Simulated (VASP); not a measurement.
Wanted: the native input for a VASP 6.6.1 run.

* Task: single point
* Functional: PBEsol
* Potentials or basis: VASP PAW PBE potentials, release 64 (C_h, O_h)
* Cutoff: 910 eV
* k mesh: 8 × 8 × 8
* Occupations: gaussian, width 0.01 eV
* Spin: no spin polarisation
* Dipole correction: no
* Further INCAR settings: ALGO = Normal; EDIFF = 1e-06; NBANDS = 25

The structure of CO2 lies in POSCAR:

```
CO2
1.0
   -1.7171173567      1.7171173567      2.9794418966
    1.7171173567     -1.7171173567      2.9794418966
    1.7171173567      1.7171173567     -2.9794418966
C O
2 4
Direct
    0.0000000000      0.0000000000      0.0000000000
    0.7500000000      0.2500000000      0.5000000000
    0.3750000000      0.3374172389      0.4624172389
    0.6625827611      0.1250000000      1.0375827611
    0.8750000000      0.9125827611      0.5375827611
    0.0874172389      0.6250000000     -0.0375827611
```

These files were run (other wordings do the same):

INCAR

```
SYSTEM = CO2
PREC = Accurate
ENCUT = 910
EDIFF = 1E-6
ISMEAR = 0
SIGMA = 0.01
LREAL = .FALSE.
LASPH = .TRUE.
NELM = 120
ALGO = Normal
ISIF = 2
LWAVE = .FALSE.
LCHARG = .TRUE.
GGA = PS
LELF = .TRUE.
LVHAR = .TRUE.
NBANDS = 25
GGA_COMPAT = .FALSE.
```

KPOINTS

```
Automatic mesh
0
G
  8 8 8
  0 0 0
```

Potentials or basis: VASP PAW PBE potentials, release 64 (C_h, O_h).

Command:

```bash
$ cat potpaw_PBE.64/C_h/POTCAR potpaw_PBE.64/O_h/POTCAR > POTCAR
$ mpirun -np 1 vasp_std > vasp.out
```

It gave:

- Pressure: 59.9 GPa
- Largest force: 0.050 eV/Å
- Band gap on the k mesh: 7.23 eV (least direct gap 7.42 eV)

Caveat: the cutoff is under 1.25 times the usual one of these potentials, so pressure, stress and relaxed cells hold a basis-set (Pulay) error; the cell stands under pressure; the PAW data sets were made with another functional, which shifts forces and pressure a little.

Wall time 84 s on 1 thread of Intel(R) Xeon(R) Platinum 8488C (Sapphire Rapids), with other jobs on the host, peak memory 0.27 GiB.
